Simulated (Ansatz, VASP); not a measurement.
## CdS in VASP and in Ansatz

```
Cd S
1.0
     0.00000    2.79360    2.91000
     2.79360    0.00000    2.91000
     2.79360    2.79360    0.00000
Cd S
1 1
Direct
  0.00000 0.00000 0.00000
  0.75000 0.75000 0.75000
```

Change from the starting cell: strain -0.040 along x and y, +0.000 along z, atoms carried along.

Alike in both runs: task single point; functional PBE; k mesh 8 × 8 × 8; occupations gaussian, width 0.05 eV; no spin polarisation.

|  | VASP | Ansatz |
| --- | --- | --- |
| version | VASP 6.6.1 | Ansatz 0.2.0 |
| potentials or method | VASP PAW PBE potentials, release 64 (Cd, S), cutoff 520 eV | scalar-relativistic, plane waves, PAW |
| valence electrons in the cell | 18 | 26 |

|  | VASP | Ansatz | Ansatz less VASP |
| --- | --- | --- | --- |
| gap on the k mesh at the Fermi level (eV) | 1.29 | 1.28 | -0.011 |
| least direct gap on the mesh (eV) | 1.29 | 1.28 | -0.011 |
| pressure (GPa) | 10.4 | 9.9 | -0.53 |
| traceless stress, the component that is largest in VASP (GPa) | -0.27 | -0.29 | -0.018 |

VASP's potentials hold 18 valence electrons a cell and Ansatz's 26, so a difference there can come from the potentials and not from the codes.
